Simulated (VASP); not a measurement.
# NaH (P6_3/mmc) in VASP: notebook

The runs below take NaH through single point, with PBE, r2SCAN.

Program: VASP 6.6.1. These are calculated values, not measurements. Logs are shortened: lines on timing, memory, paths and dates and some standing lists are left out, and cuts for length are marked.

### Step 1. The cell of the first run

The structure is hexagonal, space group P6_3/mmc (No. 194). Conventional cell: a = 3.953 Å, b = 3.953 Å, c = 4.828 Å, α = 90.00°, β = 90.00°, γ = 120.00°. Within 3.0 Å of Na (site symmetry -6m2) lie 5 H at 2.28 to 2.41 Å. Within 3.0 Å of H (site symmetry -6m2) lie 5 Na at 2.28 to 2.41 Å.

### Step 2. Single point, PBE

INCAR

```
SYSTEM = NaH
PREC = Accurate ; ENCUT = 520
EDIFF = 1E-6 ; ISMEAR = 0
SIGMA = 0.01 ; LREAL = .False.
LASPH = .True. ; NELM = 80
ALGO = Normal ; ISIF = 2
LWAVE = .False. ; LCHARG = .True.
GGA = PE ; LELF = .True.
LVHAR = .True. ; NBANDS = 16
```

KPOINTS

```
Automatic mesh
0
Gamma
  6 6 4
  0 0 0
```

POSCAR

```
NaH
1.0
    3.9532815480      0.0000000000      0.0000000000
   -1.9766407740      3.4236422489      0.0000000000
    0.0000000000      0.0000000000      4.8282923038
Na H
2 2
Direct
    0.3333333333      0.6666666667     -0.0624996820
    0.6666666667      0.3333333333      0.4375003180
    0.3333333333      0.6666666667      0.4374996820
    0.6666666667      0.3333333333      0.9374996820
```

Potentials or basis: VASP PAW PBE potentials, release 64 (Na_pv, H).

Started as:

```console
cat potpaw_PBE.64/Na_pv/POTCAR potpaw_PBE.64/H/POTCAR > POTCAR
mpirun -np 1 vasp_std > vasp.out
```

OUTCAR:

```text
SYSTEM = NaH
   PREC = Accurate
   ENCUT = 520
   EDIFF = 1E-6
   ISMEAR = 0
   LREAL = .False.
   LASPH = .True.
   NELM = 80
   ISIF = 2
   GGA = PE

 ion  position               nearest neighbor table
   1  0.333  0.667  0.938-
   2  0.667  0.333  0.438-
   3  0.333  0.667  0.437-
   4  0.667  0.333  0.937-

  LATTYP: Found a hexagonal cell.
 ALAT       =     3.9532815480
 C/A-ratio  =     1.2213378291

  Lattice vectors:

 A1 = (   3.9532815480,   0.0000000000,   0.0000000000)
 A2 = (  -1.9766407740,   3.4236422489,   0.0000000000)
 A3 = (   0.0000000000,   0.0000000000,   4.8282923038)

Analysis of symmetry for initial positions (statically):
=====================================================================
 Subroutine PRICEL returns:
 Original cell was already a primitive cell.

 Routine SETGRP: Setting up the symmetry group for a
 hexagonal supercell.

 Subroutine GETGRP returns: Found 24 space group operations
 (whereof  6 operations were pure point group operations)
 out of a pool of 24 trial point group operations.

The static configuration has the point symmetry C_3v.
 The point group associated with its full space group is D_6h.

Analysis of symmetry for dynamics (positions and initial velocities):
=====================================================================
 Subroutine PRICEL returns:
 Original cell was already a primitive cell.

 Routine SETGRP: Setting up the symmetry group for a
 hexagonal supercell.

 Subroutine GETGRP returns: Found 24 space group operations
 (whereof  6 operations were pure point group operations)
 out of a pool of 24 trial point group operations.

The dynamic configuration has the point symmetry C_3v.
 The point group associated with its full space group is D_6h.

 Subroutine INISYM returns: Found 24 space group operations
 (whereof  6 operations are pure point group operations),
 and found     1 'primitive' translations

----------------------------------------------------------------------------------------

                                     Primitive cell

  volume of cell :      65.3491

  direct lattice vectors                    reciprocal lattice vectors
     3.953281548  0.000000000  0.000000000     0.252954410  0.146043296  0.000000000
    -1.976640774  3.423642249  0.000000000     0.000000000  0.292086593  0.000000000
     0.000000000  0.000000000  4.828292304     0.000000000  0.000000000  0.207112564

  length of vectors
     3.953281548  3.953281548  4.828292304     0.292086593  0.292086593  0.207112564

  position of ions in fractional coordinates (direct lattice)
     0.333333333  0.666666667  0.937500318
     0.666666667  0.333333333  0.437500318
     0.333333333  0.666666667  0.437499682
     0.666666667  0.333333333  0.937499682

  ion indices of the primitive-cell ions
   primitive index   ion index
                 1           1
                 2           2
                 3           3
                 4           4

----------------------------------------------------------------------------------------

 KPOINTS: Automatic mesh

Automatic generation of k-mesh.
 Grid dimensions read from file:
 generate k-points for:    6    6    4

 Generating k-lattice:

  Cartesian coordinates                     Fractional coordinates (reciprocal lattice)
     0.042159068  0.024340549  0.000000000     0.166666667 -0.000000000  0.000000000
     0.000000000  0.048681099  0.000000000     0.000000000  0.166666667  0.000000000
     0.000000000  0.000000000  0.051778141     0.000000000  0.000000000  0.250000000

  Length of vectors
     0.048681099  0.048681099  0.051778141

  Shift w.r.t. Gamma in fractional coordinates (k-lattice)
     0.000000000  0.000000000  0.000000000

 Subroutine IBZKPT returns following result:
 ===========================================

 Found     21 irreducible k-points:

 Following reciprocal coordinates:
            Coordinates               Weight
  0.000000  0.000000  0.000000      1.000000
  0.166667  0.000000  0.000000      6.000000
  0.333333 -0.000000  0.000000      6.000000
  0.500000  0.000000  0.000000      3.000000
  0.166667  0.166667  0.000000      6.000000
  0.333333  0.166667  0.000000     12.000000
[... 13 lines left out ...]
  0.333333  0.166667  0.500000     12.000000
  0.333333  0.333333  0.500000      2.000000
   k-points           NKPTS =     21   k-points in BZ     NKDIM =     21   number of bands    NBANDS=     16
   number of dos      NEDOS =    301   number of ions     NIONS =      4
   total plane-waves  NPLWV =  32400
   dimension x,y,z NGX =    30 NGY =   30 NGZ =   36
   dimension x,y,z NGXF=    60 NGYF=   60 NGZF=   72
   ions per type =               2   2
   NGX,Y,Z   is equivalent  to a cutoff of  12.62, 12.62, 12.40 a.u.
   NGXF,Y,Z  is equivalent  to a cutoff of  25.23, 25.23, 24.79 a.u.
 SYSTEM =  NaH
   PREC   = accura    normal or accurate (medium, high low for compatibility)
   ISTART =      0    job   : 0-new  1-cont  2-samecut
   ICHARG =      2    charge: 1-file 2-atom 10-const
   ISPIN  =      1    spin polarized calculation?
   LNONCOLLINEAR =      F non collinear calculations
   LSORBIT =      F    spin-orbit coupling
   LASPH  =      T    aspherical Exc in radial PAW
   ENCUT  =  520.0 eV  38.22 Ry    6.18 a.u.   7.35  7.35  8.98*2*pi/ulx,y,z
   NELM   =     80;   NELMIN=  2; NELMDL= -5     # of ELM steps
   EDIFF  = 0.1E-05   stopping-criterion for ELM
   LREAL  =      F    real-space projection
   EDIFFG = 0.1E-04   stopping-criterion for IOM
   NSW    =      0    number of steps for IOM
   IBRION =     -1    ionic relax: 0-MD 1-quasi-New 2-CG
   NFREE  =      0    steps in history (QN), initial steepest desc. (CG)
   ISIF   =      2    stress and relaxation
   ISYM   =      2    0-nonsym 1-usesym 2-fastsym
   POTIM  = 0.5000    time-step for ionic-motion
   TEBEG  =    0.0;   TEEND  =   0.0 temperature during run
   PSTRESS=    0.0 pullay stress
   NELECT =      16.0000    total number of electrons
   NUPDOWN=      -1.0000    fix difference up-down
   EMIN   =  10.00;   EMAX   =-10.00  energy-range for DOS
   EFERMI =   0.00;   METHOD = LEGACY
   ISMEAR =     0;   SIGMA  =   0.01  broadening in eV -4-tet -1-fermi 0-gaus
   EFERMI_NEDOS =   21; number of points for ismear=-14 and -15
   IALGO  =     38    algorithm
   IMIX   =      4    mixing-type and parameters
     AMIX     =   0.40;   BMIX     =  1.00
     AMIX_MAG =   1.60;   BMIX_MAG =  1.00
  volume/ion in A,a.u.               =      16.34       110.25
  Fermi-wavevector in a.u.,A,eV,Ry     =   1.024161  1.935384 14.271231  1.048906
  Thomas-Fermi vector in A             =   2.157933
   LORBIT       =      0    0 simple, 1 ext, 2 COOP (PROOUT), +10 PAW based schemes
   GGA     = PE    functional components
   LHFCALC =     F    Hartree Fock is set to
   AEXX    =    0.0000 exact exchange contribution
   IVDW    =     0    specifies the selected vdW correction
   LEPSILON=     F    determine dielectric tensor
   LRPA    =     F    only Hartree local field effects (RPA)
 non-spin polarized calculation
 Gauss-broadening in eV      SIGMA  =   0.01
  energy-cutoff  :      520.00
  volume of cell :       65.35
 maximum number of plane-waves:      1794
 NGX is ok and might be reduce to    30
   NGX = 15   NGY = 15   NGZ = 17

 number of electron      16.0000024 magnetization

 Free energy of the ion-electron system (eV)
  ---------------------------------------------------
  ext. energy  EPLUGINS =         0.00000000
  ---------------------------------------------------
  free energy    TOTEN  =       -10.07301723 eV

  energy without entropy =      -10.07301723  energy(sigma->0) =      -10.07301723

 E-fermi :  -1.3339     XC(G=0):  -7.1039

 val. band max:       -1.4231690362   @ k =   0.1667   0.0000   0.0000
 cond. band min:       1.9054045527   @ k =   0.3333   0.3333   0.0000
 fundamental gap:      3.3285735889
 Fermi energy:        -1.3338824550

 k-point     1 :       0.0000    0.0000    0.0000
  band No.  band energies     occupation
      1     -23.7227      2.00000
      2     -23.6842      2.00000
      3     -23.6841      2.00000
      4     -23.6559      2.00000
      5     -23.6559      2.00000
      6     -23.6361      2.00000
[... 8 lines left out ...]
     15       9.2496      0.00000
     16      14.0590      0.00000

 k-point     2 :       0.1667    0.0000    0.0000
  band No.  band energies     occupation
      1     -23.7171      2.00000
      2     -23.6880      2.00000
      3     -23.6869      2.00000
      4     -23.6615      2.00000
      5     -23.6552      2.00000
      6     -23.6408      2.00000
[... 8 lines left out ...]
     15      11.3453      0.00000
     16      11.9369      0.00000

 k-point     3 :       0.3333   -0.0000    0.0000
  band No.  band energies     occupation
      1     -23.7029      2.00000
      2     -23.6959      2.00000
      3     -23.6920      2.00000
      4     -23.6723      2.00000
      5     -23.6543      2.00000
      6     -23.6530      2.00000
[... 8 lines left out ...]
     15      10.7803      0.00000
     16      11.9925      0.00000

 k-point     4 :       0.5000    0.0000    0.0000
  band No.  band energies     occupation
      1     -23.7001      2.00000
      2     -23.6944      2.00000
      3     -23.6918      2.00000
      4     -23.6775      2.00000
      5     -23.6632      2.00000
      6     -23.6540      2.00000
[... 8 lines left out ...]
     15      10.4586      0.00000
     16      11.6527      0.00000

 k-point     5 :       0.1667    0.1667    0.0000
  band No.  band energies     occupation
      1     -23.7070      2.00000
      2     -23.6938      2.00000
      3     -23.6909      2.00000
      4     -23.6688      2.00000
      5     -23.6553      2.00000
      6     -23.6494      2.00000
[... 8 lines left out ...]
     15      10.5603      0.00000
     16      11.7614      0.00000

 k-point     6 :       0.3333    0.1667    0.0000
  band No.  band energies     occupation
      1     -23.7016      2.00000
      2     -23.6918      2.00000
      3     -23.6913      2.00000
      4     -23.6773      2.00000
      5     -23.6631      2.00000
      6     -23.6557      2.00000
[... 8 lines left out ...]
     15       9.6092      0.00000
     16      11.0360      0.00000
[... 210 lines left out ...]
 k-point    18 :       0.5000    0.0000    0.5000
  band No.  band energies     occupation
      1     -23.7201      2.00000
      2     -23.7201      2.00000
      3     -23.6741      2.00000
      4     -23.6741      2.00000
      5     -23.6480      2.00000
      6     -23.6480      2.00000
[... 8 lines left out ...]
     15      13.1078      0.00000
     16      13.1078      0.00000

 k-point    19 :       0.1667    0.1667    0.5000
  band No.  band energies     occupation
      1     -23.7088      2.00000
      2     -23.7088      2.00000
      3     -23.6739      2.00000
      4     -23.6739      2.00000
      5     -23.6519      2.00000
      6     -23.6519      2.00000
[... 8 lines left out ...]
     15      11.4988      0.00000
     16      11.4988      0.00000

 k-point    20 :       0.3333    0.1667    0.5000
  band No.  band energies     occupation
      1     -23.7183      2.00000
      2     -23.7183      2.00000
      3     -23.6774      2.00000
      4     -23.6774      2.00000
      5     -23.6465      2.00000
      6     -23.6465      2.00000
[... 8 lines left out ...]
     15      12.6711      0.00000
     16      12.6711      0.00000

 k-point    21 :       0.3333    0.3333    0.5000
  band No.  band energies     occupation
      1     -23.7196      2.00000
      2     -23.7196      2.00000
      3     -23.6812      2.00000
      4     -23.6812      2.00000
      5     -23.6440      2.00000
      6     -23.6440      2.00000
[... 8 lines left out ...]
     15      13.1664      0.00000
     16      13.1664      0.00000

------------------------ aborting loop because EDIFF is reached ----------------------------------------

  FORCE on cell =-STRESS in cart. coord.  units (eV):
  Direction    XX          YY          ZZ          XY          YZ          ZX
  --------------------------------------------------------------------------------------
  -------------------------------------------------------------------------------------
  Total        0.1259275      0.1259275      0.1707533      0.0000000      0.0000000     -0.0000000
  in kB        3.0873899      3.0873899      4.1863927      0.0000000      0.0000000     -0.0000000
  external PRESSURE =       3.4537242 kB  Pullay stress =       0.0000000 kB

 VOLUME and BASIS-vectors are now :
 -----------------------------------------------------------------------------
  energy-cutoff  :      520.00
  volume of cell :       65.35
      direct lattice vectors                 reciprocal lattice vectors
     3.953281548  0.000000000  0.000000000     0.252954410  0.146043296  0.000000000
    -1.976640774  3.423642249  0.000000000     0.000000000  0.292086593  0.000000000
     0.000000000  0.000000000  4.828292304     0.000000000  0.000000000  0.207112564

 POSITION                                       TOTAL-FORCE (eV/Angst)
 -----------------------------------------------------------------------------------
     -0.00000      2.28243      4.52653        -0.000000     -0.000000      0.000000
      1.97664      1.14121      2.11238         0.000000      0.000000      0.000000
     -0.00000      2.28243      2.11238         0.000000      0.000000     -0.000000
      1.97664      1.14121      4.52652         0.000000      0.000000      0.000000
 -----------------------------------------------------------------------------------
    total drift:                               -0.000000      0.000000      0.000244

  FREE ENERGIE OF THE ION-ELECTRON SYSTEM (eV)
  ---------------------------------------------------
  free  energy   TOTEN  =       -10.0730172274 eV

  energy  without entropy=      -10.0730172274  energy(sigma->0) =      -10.07301723
```

It took 20 s on 1 thread of Intel Xeon 8259CL, shared host; peak memory 0.17 GiB.

What came out:

| Item | Value |
| --- | --- |
| Free energy | -10.0730 eV |
| Pressure | 0.3 GPa |
| Band gap on the k mesh | 3.33 eV (least direct gap 4.24 eV) |

Levels at points of the mesh, in eV from the valence-band top:
```
           k point  band 6  band 7  band 8  band 9  band 10  band 11
(0.00, 0.00, 0.00)  -22.21   -3.34   -0.02    4.91     7.97    10.30
(0.50, 0.00, 0.00)  -22.23   -1.51   -0.61    3.87     7.55     7.61
(0.00, 0.00, 0.50)  -22.25   -2.02   -2.02    6.94     6.94    11.07
(0.50, 0.00, 0.50)  -22.22   -0.82   -0.82    3.96     3.96     8.52
```

### Step 3. Single point, PBE

INCAR

```
PREC = Accurate ; ENCUT = 520
EDIFF = 1E-6 ; ISMEAR = 0
SIGMA = 0.01 ; LREAL = False
LASPH = True ; NELM = 60
ALGO = Normal ; ISIF = 2
LWAVE = False ; LCHARG = True
GGA = PE ; LELF = True
LVHAR = True ; NBANDS = 16
```

KPOINTS

```
regular mesh
0
Gamma
  6 6 4
```

POSCAR is that of step 2.

Potentials or basis: VASP PAW PBE potentials, release 64 (Na_pv, H).

Started as:

```console
cat potpaw_PBE.64/Na_pv/POTCAR potpaw_PBE.64/H/POTCAR > POTCAR
mpirun -np 1 vasp_std > vasp.out
```

Wall time 22 s (1 thread of Intel Xeon 8259CL, shared host); peak memory 0.17 GiB.

It converged, with:

| Quantity | Value |
| --- | --- |
| Free energy | -10.0730 eV |
| Pressure | 0.3 GPa |
| Band gap on the k mesh | 3.33 eV (least direct gap 4.24 eV) |

Stress tensor (GPa, compression positive):
```
0.31 0.00 0.00
0.00 0.31 0.00
0.00 0.00 0.42
```

Levels at points of the mesh, in eV from the valence-band top:
```csv
k point,band 4,band 5,band 6,band 7,band 8,band 9,band 10,band 11,band 12,band 13
"(0.00, 0.00, 0.00)",-22.23,-22.23,-22.21,-3.34,-0.02,4.91,7.97,10.30,10.30,10.65
"(0.50, 0.00, 0.00)",-22.25,-22.24,-22.23,-1.51,-0.61,3.87,7.55,7.61,7.84,7.93
"(0.00, 0.00, 0.50)",-22.25,-22.25,-22.25,-2.02,-2.02,6.94,6.94,11.07,11.07,11.07
"(0.50, 0.00, 0.50)",-22.25,-22.22,-22.22,-0.82,-0.82,3.96,3.96,8.52,8.52,9.20
```

### Step 4. Single point, r2SCAN

POSCAR is that of step 3.

INCAR.step1

```
SYSTEM = NaH
PREC = Accurate ; ENCUT = 520
ISMEAR = 0 ; SIGMA = 0.01
LREAL = .False. ; LASPH = .True.
NELM = 80 ; NBANDS = 16
GGA = PE ; ALGO = Normal
EDIFF = 1E-4 ; LWAVE = .True.
LCHARG = .False.
```

INCAR.step2

```
SYSTEM = NaH
PREC = Accurate ; ENCUT = 520
EDIFF = 1E-7 ; ISMEAR = 0
SIGMA = 0.01 ; LREAL = .False.
LASPH = .True. ; NELM = 80
ALGO = Normal ; ISIF = 2
LWAVE = .False. ; LCHARG = .False.
METAGGA = R2SCAN ; LMIXTAU = .True.
NBANDS = 16 ; ISTART = 1
```

KPOINTS

```
Automatic mesh
0
Gamma
  6 6 4
  0 0 0
```

Started as:

```console
cat potpaw_PBE.64/Na_pv/POTCAR potpaw_PBE.64/H/POTCAR > POTCAR
cp INCAR.step1 INCAR
mpirun -np 1 vasp_std > vasp.out
cp INCAR.step2 INCAR
mpirun -np 1 vasp_std > vasp.out
```

It took 2 min on 1 thread of Intel Xeon 8259CL, shared host; peak memory 0.18 GiB.

The run converged. Its results:

| Property | Result |
| --- | --- |
| Free energy | -15.0542 eV |
| Pressure | -0.1 GPa |
| Band gap on the k mesh | 3.68 eV (least direct gap 4.57 eV) |

Levels at points of the mesh, in eV from the valence-band top:
```tsv
k point	band 6	band 7	band 8	band 9	band 10	band 11
(0.00, 0.00, 0.00)	-23.00	-3.30	-0.01	5.41	8.54	10.98
(0.50, 0.00, 0.00)	-23.02	-1.48	-0.59	4.23	8.16	8.29
(0.00, 0.00, 0.50)	-23.03	-1.97	-1.97	7.50	7.50	11.58
(0.50, 0.00, 0.50)	-23.01	-0.81	-0.81	4.44	4.44	9.18
```

Caveat: the PAW data sets were made with another functional, which shifts forces and pressure a little. A k mesh can miss the band edges.
